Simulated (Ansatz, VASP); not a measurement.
# Ba: VASP beside Ansatz

Contents of INCAR:

```
SYSTEM = Ba
  AGGAC = 1.0
  AGGAX = 1.0
  ALDAC = 0.0
  ALDAX = 1.0
  ALGO = Normal
  EDIFF = 1E-7
  ENCUT = 520
  GGA = B5
  ISIF = 2
  ISMEAR = -1
  LASPH = .True.
  LCHARG = .False.
  LREAL = .False.
  LWAVE = .False.
  NBANDS = 28
  NELM = 100
  PREC = Accurate
  SIGMA = 0.1
```

The input KPOINTS:

```
k-points
0
Gamma
  9 9 3
  0 0 0
```

POSCAR

```
Ba
1.0
    4.5626133709      0.0000000000      0.0000000000
   -2.2813066855      3.9513390869      0.0000000000
    0.0000000000      0.0000000000     14.8924460695
Ba
4
Direct
    0.0000000000      1.0000000000      1.0000000000
    0.0000000000      1.0000000000      0.5000000000
    0.3333333333      0.6666666667      0.2500000000
    0.6666666667      0.3333333333      0.7500000000
```

Input for Ansatz:

```yaml
crystal:
  lattice:
    - [4.5626133709, 0.0, 0.0]
    - [-2.2813066855, 3.9513390869, 0.0]
    - [0.0, 0.0, 14.8924460695]
  atoms:
    - { symbol: Ba, position: [0.0, 1.0, 1.0] }
    - { symbol: Ba, position: [0.0, 1.0, 0.5] }
    - { symbol: Ba, position: [0.3333333333, 0.6666666667, 0.25] }
    - { symbol: Ba, position: [0.6666666667, 0.3333333333, 0.75] }
hamiltonian:
  xc: blyp
  pseudopotentials:
    kind: paw
    azcp:
      Ba: "pseudopotentials/Ba.paw.azcp"
basis:
  ecutwfc: 420
  fft_grid_basis: typed
kpoints:
  mp_grid: { grid: [9, 9, 3], shift: [0, 0, 0] }
magnetization:
  spin_polarized: false
scf:
  occupations: { method: fermi_dirac, width: 0.1 }
  lower_state_search: "off"
output:
  stress: true
  write_density: true
  write_potential: true
  elf: true
  volumetric_format: npy
```

Alike in both runs: task single point; functional BLYP; k mesh 9 × 9 × 3; occupations fermi-dirac, width 0.1 eV; no spin polarisation.

|  | VASP | Ansatz |
| --- | --- | --- |
| version | VASP 6.6.1 | Ansatz 0.2.0 |
| potentials or method | VASP PAW PBE potentials, release 64 (Ba_sv), cutoff 520 eV | plane waves (420 eV) with PAW, scalar-relativistic |
| valence electrons in the cell | 40 | 40 |

Ansatz gave:

```
pressure (GPa) : 0.0
```

Problem. What did VASP give for the same quantities?

Solution. Pressure (GPa): 0.1.

VASP's potentials were made for PBE, not for BLYP. The functional is the same, so the differences come from potentials, cutoffs and numerics.

Spin-orbit coupling is off throughout.
